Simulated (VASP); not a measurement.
Set up this calculation in VASP 6.6.1, as the native input.

| Quantity | Value |
| --- | --- |
| Task | relaxation of cell and atoms |
| Functional | PBE |
| Potentials or basis | VASP PAW PBE potentials, release 64 (Ir, O) |
| Cutoff | 600 eV |
| k mesh | 24 × 24 × 16 |
| Occupations | gaussian, width 0.1 eV |
| Spin | no spin polarisation |
| Dipole correction | no |
| Further INCAR settings | ALGO = Normal; EDIFF = 1e-07; IBRION = 2; EDIFFG = -0.01; NSW = 100; ISIF = 3 |

The structure of IrO lies in POSCAR:

```
IrO
1.0
    2.7376154233      0.0000000000      0.0000000000
   -1.3688077117      2.3708445024      0.0000000000
    0.0000000000      0.0000000000      3.4614889038
Ir O
1 1
Direct
    0.0000000000      0.0000000000      0.0000000000
    0.6666666667      0.3333333333      0.5000000000
```

These files were run (other wordings do the same):

INCAR

```
SYSTEM = IrO
PREC = Accurate
ENCUT = 600
EDIFF = 1E-7
ISMEAR = 0
SIGMA = 0.1
LREAL = .FALSE.
LASPH = .TRUE.
NELM = 100
ALGO = Normal
ISIF = 3
LWAVE = .FALSE.
LCHARG = .FALSE.
GGA = PE
IBRION = 2
NSW = 100
EDIFFG = -0.01
```

KPOINTS

```
Automatic mesh
0
G
  24 24 16
  0 0 0
```

Potentials or basis: VASP PAW PBE potentials, release 64 (Ir, O).

The run is started by

```sh
$ cat potpaw_PBE.64/Ir/POTCAR potpaw_PBE.64/O/POTCAR > POTCAR
$ mpirun -np 1 vasp_std > vasp.out
```

Results of the run:

The relaxed volume is 11.24 Å³/atom. The relaxed cell is a = 2.728 Å, b = 2.728 Å, c = 3.490 Å, α = 90.00°, β = 90.00°, γ = 120.00°, the space group after relaxing (to 0.1 Å) is P-6m2 (No. 187) and the energy gained by relaxing is 1.2 meV/atom. The ionic steps are 5 and the pressure after relaxing is 0.0 GPa. The band gap on the k mesh is zero (an odd number of electrons rules out a gap without spin polarisation).

Caveat: spin-orbit coupling is left out, which moves the levels of the heavy elements; an odd number of electrons without spin polarisation forces a metal; a magnetic or distorted state may lie lower.

Wall time 2.5 min on 1 thread of Intel(R) Xeon(R) 6975P-C (Granite Rapids) (shared host), peak memory 0.33 GiB.
